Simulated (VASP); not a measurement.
# Al5As (F-43m) in VASP: notebook, part 2 of 2

VASP 6.6.1. Earlier steps stand in the parts before.

## (4) Relaxation of cell and atoms, PBE

INCAR reads:

```
  ALGO = Normal
  EDIFF = 1E-6
  EDIFFG = -0.04
  ENCUT = 600
  GGA = PE
  IBRION = 2
  ISIF = 3
  ISMEAR = 0
  LASPH = True
  LCHARG = False
  LREAL = False
  LWAVE = False
  NELM = 80
  NSW = 90
  PREC = Accurate
  SIGMA = 0.1
```

KPOINTS reads:

```
k-points
0
Gamma
  4 4 4
```

POSCAR reads:

```
Al5As
1.0
    0.0000000000      3.8703103800      3.8703103800
    3.8703103800      0.0000000000      3.8703103800
    3.8703103800      3.8703103800      0.0000000000
Al As
5 1
Direct
    0.5822873400      0.5822873400      0.5822873400
    0.5822873400      0.5822873400      0.2531379800
    0.5822873400      0.2531379800      0.5822873400
    0.2531379800      0.5822873400      0.5822873400
    0.0000000000      0.0000000000      0.0000000000
    0.7500000000      0.7500000000      0.7500000000
```

Command:

```
> cat potpaw_PBE.64/Al/POTCAR potpaw_PBE.64/As/POTCAR > POTCAR
> mpirun -np 1 vasp_std > vasp.out
```

Run time: 3 min. Hardware: 1 thread of Intel Xeon 6975P-C (Granite Rapids), shared host; peak memory 0.33 GiB.

Results (log left out):

- Free energy: -19.3617 eV
- Relaxed volume: 32.21 Å³/atom
- Relaxed cell: a = 6.490 Å, b = 6.490 Å, c = 6.490 Å, α = 60.00°, β = 60.00°, γ = 60.00°
- Space group after relaxing (to 0.05 Å): F-43m (No. 216)
- Energy gained by relaxing: 3461.6 meV/atom
- Ionic steps: 17
- Pressure after relaxing: 0.0 GPa
- Largest force after relaxing: 0.004 eV/Å
- Band gap on the k mesh: zero (band 10 reaches 3.34 eV, above the bottom of band 11 at 2.22 eV)

Forces on the atoms (eV/Å):
```
Al  -0.002 -0.002 -0.002
Al   0.002  0.002 -0.002
Al   0.002 -0.002  0.002
Al  -0.002  0.002  0.002
Al   0.000  0.000  0.000
As   0.000  0.000  0.000
```

Step by step:
```
step  energy change (eV)  largest force (eV/Å)  pressure (GPa)  volume (Å³)
   1              0.0000               31.1514           76.35       115.95
   2            218.1958              175.4797          113.91       349.30
   3              7.2326               28.0322           50.88       165.08
   4             -0.0559               23.3310           45.82       150.44
   5             -7.3789               17.4637           43.61       132.45
   6             -9.8257               13.9624           45.65       124.02
   7            -10.6140               11.9239           47.94       119.94
   8            -10.8741               10.8014           49.48       117.93
   9            -10.9668               10.2090           50.37       116.94
  10            -11.0031                9.9049           50.84       116.44
  11            -19.0544                0.7217           -4.71       269.40
  12            -20.3942                2.0039           -0.46       197.22
  13            -20.3960                1.9463           -0.75       199.14
  14            -20.7386                0.5229            0.69       188.70
  15            -20.7456                0.2265            1.05       187.04
  16            -20.7678                0.0645            0.27       191.45
  17            -20.7696                0.0040           -0.02       193.26
```

Final structure:
```yaml
crystal:
  lattice:
    - [0.00000, 4.58889, 4.58889]
    - [4.58889, 0.00000, 4.58889]
    - [4.58889, 4.58889, 0.00000]
  atoms:
    - { symbol: Al, position: [0.59922, 0.59922, 0.59922] }
    - { symbol: Al, position: [0.59922, 0.59922, 0.20234] }
    - { symbol: Al, position: [0.59922, 0.20234, 0.59922] }
    - { symbol: Al, position: [0.20234, 0.59922, 0.59922] }
    - { symbol: Al, position: [0.00000, 0.00000, 0.00000] }
    - { symbol: As, position: [0.75000, 0.75000, 0.75000] }
```

Levels at points of the mesh, in eV from the Fermi level:
```tsv
k point	band 8	band 9	band 10	band 11	band 12	band 13
(0.00, 0.00, 0.00)	-2.68	-2.68	0.04	0.04	1.10	1.10
(0.50, 0.00, 0.00)	-2.20	-1.67	-0.24	-0.24	0.10	1.81
(0.50, 0.50, 0.00)	-1.34	-1.34	0.80	0.88	0.88	1.03
```

Caveat: the volume moved by over 15 % at a fixed basis, so the end points are rough.

## (5) Single point, PBE

This run uses another cell than the first one, of 32.19 Å³/atom, 1.666 times its volume.

INCAR reads:

```
SYSTEM = Al5As
PREC = Accurate
ENCUT = 520
EDIFF = 1E-7
ISMEAR = 0
SIGMA = 0.1
LREAL = .FALSE.
LASPH = .TRUE.
NELM = 60
ALGO = Normal
ISIF = 2
LWAVE = .FALSE.
LCHARG = .FALSE.
GGA = PE
NBANDS = 19
```

KPOINTS reads:

```
regular mesh
0
G
  8 8 8
  0 0 0
```

POSCAR reads:

```
Al5As
1.0
    0.0000000000      4.5881334838      4.5881334838
    4.5881334838      0.0000000000      4.5881334838
    4.5881334838      4.5881334838      0.0000000000
Al As
5 1
Direct
    0.4007647688      0.7977056936      0.4007647688
    0.4007647688      0.4007647688      0.4007647688
    0.7977056936      0.4007647688      0.4007647688
    0.4007647688      0.4007647688      0.7977056936
    0.0000000000      0.0000000000      0.0000000000
    0.2500000000      0.2500000000      0.2500000000
```

Potentials or basis: VASP PAW PBE potentials, release 64 (Al, As).

Command:

```
> cat potpaw_PBE.64/Al/POTCAR potpaw_PBE.64/As/POTCAR > POTCAR
> mpirun -np 1 vasp_std > vasp.out
```

OUTCAR:

```text
SYSTEM = Al5As
   PREC = Accurate
   ENCUT = 520
   EDIFF = 1E-7
   ISMEAR = 0
   LREAL = .FALSE.
   LASPH = .TRUE.
   NELM = 60
   ISIF = 2
   GGA = PE

 ion  position               nearest neighbor table
   1  0.401  0.798  0.401-   6 2.40   3 2.58   4 2.58   2 2.58
   2  0.401  0.401  0.401-   6 2.40   3 2.58   4 2.58   1 2.58
   3  0.798  0.401  0.401-   6 2.40   2 2.58   4 2.58   1 2.58
   4  0.401  0.401  0.798-   6 2.40   2 2.58   3 2.58   1 2.58
   5  0.000  0.000  0.000-
[... 735 lines left out ...]
  -------------------------------------------------------------------------------------
  Total        0.0315016      0.0315016      0.0315016      0.0000000      0.0000000     -0.0000000
  in kB        0.2612789      0.2612789      0.2612789      0.0000000      0.0000000     -0.0000000
  external PRESSURE =       0.2612789 kB  Pullay stress =       0.0000000 kB

 VOLUME and BASIS-vectors are now :
 -----------------------------------------------------------------------------
  energy-cutoff  :      520.00
  volume of cell :      193.17
      direct lattice vectors                 reciprocal lattice vectors
     0.000000000  4.588133484  4.588133484    -0.108976777  0.108976777  0.108976777
     4.588133484  0.000000000  4.588133484     0.108976777 -0.108976777  0.108976777
     4.588133484  4.588133484  0.000000000     0.108976777  0.108976777 -0.108976777

 POSITION                                       TOTAL-FORCE (eV/Angst)
 -----------------------------------------------------------------------------------
      5.49874      3.67752      5.49874        -0.015338      0.015338     -0.015338
      3.67752      3.67752      3.67752         0.015338      0.015338      0.015338
      3.67752      5.49874      5.49874         0.015338     -0.015338     -0.015338
      5.49874      5.49874      3.67752        -0.015338     -0.015338      0.015338
      0.00000      0.00000      0.00000         0.000000      0.000000     -0.000000
      2.29407      2.29407      2.29407         0.000000     -0.000000     -0.000000
 -----------------------------------------------------------------------------------
    total drift:                                0.000001      0.000001      0.000001

  FREE ENERGIE OF THE ION-ELECTRON SYSTEM (eV)
  ---------------------------------------------------
  free  energy   TOTEN  =       -19.4369546038 eV

  energy  without entropy=      -19.4163970535  energy(sigma->0) =      -19.42667583
```

OSZICAR:

```text
N       E                     dE             d eps       ncg     rms          rms(c)
DAV:   1     0.393007630823E+02    0.39301E+02   -0.62018E+03  1102   0.762E+02
DAV:   2    -0.165857769464E+02   -0.55887E+02   -0.53412E+02  1406   0.111E+02
DAV:   3    -0.206155713267E+02   -0.40298E+01   -0.39943E+01  1467   0.283E+01
DAV:   4    -0.207086541739E+02   -0.93083E-01   -0.93023E-01  1375   0.506E+00
DAV:   5    -0.207120741913E+02   -0.34200E-02   -0.34200E-02  1605   0.965E-01    0.499E+00
DAV:   6    -0.195401079329E+02    0.11720E+01   -0.16575E+00  1178   0.504E+00    0.266E+00
DAV:   7    -0.194290678743E+02    0.11104E+00   -0.83842E-01  1385   0.343E+00    0.968E-01
DAV:   8    -0.194376881756E+02   -0.86203E-02   -0.10103E-01  1179   0.140E+00    0.330E-01
DAV:   9    -0.194370083870E+02    0.67979E-03   -0.26101E-02  1165   0.702E-01    0.140E-01
DAV:  10    -0.194364671859E+02    0.54120E-03   -0.57614E-03  1227   0.348E-01    0.762E-02
DAV:  11    -0.194368927452E+02   -0.42556E-03   -0.87559E-04  1321   0.130E-01    0.285E-02
DAV:  12    -0.194369348029E+02   -0.42058E-04   -0.98565E-05  1411   0.433E-02    0.167E-02
DAV:  13    -0.194369601552E+02   -0.25352E-04   -0.32269E-05  1283   0.243E-02    0.131E-02
DAV:  14    -0.194369534795E+02    0.66757E-05   -0.24253E-05  1252   0.196E-02    0.245E-03
DAV:  15    -0.194369548480E+02   -0.13685E-05   -0.80707E-06  1384   0.123E-02    0.331E-03
DAV:  16    -0.194369545179E+02    0.33010E-06   -0.14013E-06  1250   0.544E-03    0.139E-03
DAV:  17    -0.194369546038E+02   -0.85898E-07   -0.25562E-07  1172   0.209E-03
   1 F= -.19436955E+02 E0= -.19426676E+02  d E =-.205576E-01
```

It took 52 s on 1 thread of Intel Xeon 6975P-C (Granite Rapids), shared host; peak memory 0.36 GiB.

Results:

```
Free energy            : -19.4370 eV
Pressure               : 0.0 GPa
Largest force          : 0.027 eV/Å
Band gap on the k mesh : zero (band 10 reaches 3.33 eV, above the bottom of band 11 at 2.22 eV)
```

Forces in eV/Å, atoms in the order of the input:
```
Al  -0.015  0.015 -0.015
Al   0.015  0.015  0.015
Al   0.015 -0.015 -0.015
Al  -0.015 -0.015  0.015
Al   0.000  0.000  0.000
As   0.000  0.000  0.000
```

## (6) Overview

```tsv
task	cell	k mesh	cutoff (eV)	gap on the mesh (eV)	pressure (GPa)	largest force (eV/Å)
single point	a = 5.473 Å, angles 60.0°, 6 atoms	4 × 4 × 4	520	none	76.3	31.15
single point	a = 6.475 Å, angles 60.0°, 6 atoms	4 × 4 × 4	520	none	0.2	0.02
relaxation of cell and atoms	relaxed from a = 5.473 Å, angles 60.0°, 6 atoms	4 × 4 × 4	600	none	0.0	-
single point	a = 6.489 Å, angles 60.0°, 6 atoms	8 × 8 × 8	520	none	0.0	0.03
```

Alike in all rows: level PBE; potentials or basis VASP PAW PBE potentials, release 64 (Al, As); no spin polarisation; smearing gaussian 0.1 eV.

Caveats: forces of over 1 eV/Å act on the atoms, so gaps and moduli don't describe the material at rest (some runs); the volume moved by over 15 % at a fixed basis, so the end points are rough (some runs).

Absolute energies hang on the potentials; compare differences alone.
